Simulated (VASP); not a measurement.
Input of a VASP 6.6.1 run:

INCAR

```
PREC = Accurate ; ENCUT = 600
EDIFF = 1E-6 ; ISMEAR = -1
SIGMA = 0.08 ; LREAL = False
LASPH = True ; NELM = 100
ALGO = Normal ; ISIF = 3
LWAVE = False ; LCHARG = False
GGA = PE ; IBRION = 2
NSW = 60 ; EDIFFG = -0.005
```

File KPOINTS:

```
regular mesh
0
Gamma
  20 20 20
```

File POSCAR:

```
Be
1.0
    0.0000000000      1.5814258346      1.5814258346
    1.5814258346      0.0000000000      1.5814258346
    1.5814258346      1.5814258346      0.0000000000
Be
1
Direct
    0.0000000000      0.0000000000      0.0000000000
```

Potentials or basis: VASP PAW PBE potentials, release 64 (Be).

Command:

```console
$ cat potpaw_PBE.64/Be/POTCAR > POTCAR
$ mpirun -np 1 vasp_std > vasp.out
```

Q: What does it give for the relaxed volume?

A: 7.89 Å³/atom.

Q: What does it give for the band gap on the k mesh?

A: Zero (band 1 reaches 8.50 eV, above the bottom of band 2 at 7.50 eV).

Final structure:
```
CELL_PARAMETERS angstrom
0.00000 1.57988 1.57988
1.57988 0.00000 1.57988
1.57988 1.57988 0.00000
ATOMIC_POSITIONS crystal
Be 0.00000 0.00000 0.00000
```
